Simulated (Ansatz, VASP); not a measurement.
## Os: VASP beside Ansatz

```
CELL_PARAMETERS angstrom
0.00000 1.97418 1.94500
1.97418 0.00000 1.94500
1.97418 1.97418 0.00000
ATOMIC_POSITIONS crystal
Os 0.00000 0.00000 0.00000
```

Change from the starting cell: strain +0.015 along x and y, +0.000 along z, atoms carried along.

Alike in both runs: task single point; functional r2SCAN; k mesh 20 × 20 × 20; occupations gaussian, width 0.15 eV; no spin polarisation.

|  | VASP | Ansatz |
| --- | --- | --- |
| version | VASP 6.6.1 | Ansatz 0.2.0 |
| potentials or method | VASP PAW PBE potentials, release 64 (Os), cutoff 520 eV | scalar-relativistic, plane waves, PAW |
| valence electrons in the cell | 8 | 16 |

```csv
,VASP,Ansatz,Ansatz less VASP
gap on the k mesh at the Fermi level (eV),none,none,-
pressure (GPa),-25.8,-26.1,-0.35
"traceless stress, the component that is largest in VASP (GPa)",2.64,2.62,-0.019
```

VASP's potentials were made for PBE, not for r2SCAN. A gap of «none» marks a metal or a gap that the smearing closes. VASP's potentials hold 8 valence electrons a cell and Ansatz's 16, so a difference there can come from the potentials and not from the codes.

Spin-orbit coupling is off throughout.
